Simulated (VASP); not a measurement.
Runs of VASP 6.6.1 on Mg. The structure is that of space group P6_3/mmc (No. 194), or close to it. The cells are those of the table. 

| task | level | potentials or basis | cell | gap on the mesh (eV) | pressure (GPa) |
| --- | --- | --- | --- | --- | --- |
| electric field gradients | r2SCAN | VASP PAW PBE potentials, release 64 (Mg) | a = 3.209, b = 3.209, c = 5.210 Å, angles 90.0, 90.0, 120.0°, 2 atoms | none | (a) |
| electric field gradients | LDA | VASP PAW LDA potentials, release 64 (Mg) | a = 3.209, b = 3.209, c = 5.210 Å, angles 90.0, 90.0, 120.0°, 2 atoms | none | -2.8 |
| electric field gradients | PBE | VASP PAW PBE potentials, release 64 (Mg) | a = 3.144, b = 3.144, c = 5.105 Å, angles 90.0, 90.0, 120.0°, 2 atoms | none | 1.8 |
| single point | PBE | VASP PAW PBE potentials, release 64 (Mg) | a = 3.166, b = 3.166, c = 5.140 Å, angles 90.0, 90.0, 120.0°, 2 atoms | none | 0.9 |
| electric field gradients | PBE | VASP PAW PBE potentials, release 64 (Mg) | a = 3.220, b = 3.220, c = 5.228 Å, angles 90.0, 90.0, 120.0°, 2 atoms | none | -0.9 |
| single point | PBE | VASP PAW PBE potentials, release 64 (Mg) | a = 3.209, b = 3.209, c = 5.210 Å, angles 90.0, 90.0, 120.0°, 2 atoms | none | -0.6 |
| electric field gradients | PBE | VASP PAW PBE potentials, release 64 (Mg) | a = 3.199, b = 3.199, c = 5.193 Å, angles 90.0, 90.0, 120.0°, 2 atoms | none | -0.2 |
| single point | PBE | VASP PAW PBE potentials, release 64 (Mg) | a = 3.144, b = 3.144, c = 5.104 Å, angles 90.0, 90.0, 120.0°, 2 atoms | none | 1.8 |
| electric field gradients | PBE | VASP PAW PBE potentials, release 64 (Mg) | a = 3.113, b = 3.113, c = 5.210 Å, angles 90.0, 90.0, 120.0°, 2 atoms | none | (b) |
| single point | PBE | VASP PAW PBE potentials, release 64 (Mg) | a = 3.144, b = 3.144, c = 5.105 Å, angles 90.0, 90.0, 120.0°, 2 atoms | none | 1.8 |
| electric field gradients | PBEsol | VASP PAW PBE potentials, release 64 (Mg) | a = 3.209, b = 3.209, c = 5.210 Å, angles 90.0, 90.0, 120.0°, 2 atoms | none | -1.2 |
| electric field gradients | PBE | VASP PAW PBE potentials, release 64 (Mg) | a = 3.272, b = 3.272, c = 5.313 Å, angles 90.0, 90.0, 120.0°, 2 atoms | none | (c) |

Alike in all rows: no spin polarisation; k mesh 12 × 12 × 7; cutoff (eV) 520; smearing fermi-dirac 0.08 eV.

Task: Estimate the missing entries.

Result: (a) -1.4; (b) 1.9; (c) -2.3.

Caveats: the PAW data sets were made with another functional, which shifts forces and pressure a little (some runs).

A gap of «none» marks levels without a gap at the run's occupations.
